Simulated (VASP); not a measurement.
Crystal: CdF2.

```
CELL_PARAMETERS angstrom
3.85249 0.00000 0.00000
0.00000 3.85249 0.00000
0.00000 0.00000 5.55997
ATOMIC_POSITIONS crystal
Cd 0.00000 0.00000 0.00000
F 0.50000 0.00000 0.17129
F 0.00000 0.50000 0.82871
```

This cell differs from its parent crystal: atoms taken out.

* Program: VASP 6.6.1
* Task: relaxation of cell and atoms
* Functional: PBE
* Potentials or basis: VASP PAW PBE potentials, release 64 (Cd, F)
* Cutoff: 600 eV
* k mesh: 6 × 6 × 4
* Occupations: gaussian, width 0.02 eV
* Spin: no spin polarisation

At the start: pressure 0.2 GPa; volume 27.51 Å³/atom.

How do energy, volume and symmetry change on relaxing?

Over 35 steps the energy falls by 65.5 meV/atom and the volume is 15.49 Å³/atom (-43.7 %); space group P-4m2 (No. 115, to 0.1 Å) before and after.

Step by step:
```csv
step,energy change (eV),largest force (eV/Å),pressure (GPa),volume (Å³)
1,0.0000,0.0706,0.21,82.52
2,-0.0010,0.0149,-0.16,82.96
3,-0.0010,0.0103,-0.19,82.99
4,-0.0017,0.0127,-0.19,82.76
5,-0.0038,0.0193,-0.21,82.05
6,-0.0083,0.0327,-0.22,80.62
7,-0.0171,0.0636,-0.24,77.72
8,-0.0313,0.1407,-0.11,71.71
9,-0.0127,0.3643,0.59,58.84
10,-0.0303,0.2514,0.36,67.06
11,-0.0245,0.3221,0.52,62.29
12,-0.0249,0.3186,0.47,62.17
13,-0.0259,0.3077,0.30,61.80
14,-0.0268,0.2883,-0.04,61.05
15,-0.0282,0.2850,-0.06,61.01
16,-0.0325,0.2790,-0.12,60.91
17,-0.0408,0.2644,-0.22,60.70
18,-0.0566,0.2340,-0.44,60.28
19,-0.0843,0.1555,-0.93,59.46
20,-0.1172,0.0568,-2.20,57.82
21,-0.1256,0.0319,-1.84,57.13
22,-0.1418,0.0455,-0.63,55.10
23,-0.1312,0.2107,2.30,51.17
24,-0.1449,0.0994,0.27,53.79
25,-0.1469,0.0909,0.25,53.49
26,-0.1521,0.0660,0.22,52.61
27,-0.1596,0.0170,0.28,50.86
28,-0.1593,0.0714,0.88,47.47
29,-0.1624,0.0156,0.52,49.37
30,-0.1706,0.0524,0.04,49.07
31,-0.1862,0.1212,-1.07,48.16
32,-0.1753,0.1176,-2.00,46.17
33,-0.1910,0.1128,-1.25,47.73
34,-0.1959,0.0186,0.44,46.15
35,-0.1964,0.0087,0.05,46.48
```

Final structure:
```
CELL_PARAMETERS angstrom
3.77378 0.00000 0.00000
0.00000 3.77378 0.00000
0.00000 0.00000 3.26344
ATOMIC_POSITIONS crystal
Cd 0.00000 0.00000 0.00000
F 0.50000 0.00000 0.34503
F 0.00000 0.50000 0.65497
```

Caveat: the cell differs from its parent crystal (atoms taken out); the volume moved by over 15 % at a fixed basis, so the end points are rough.
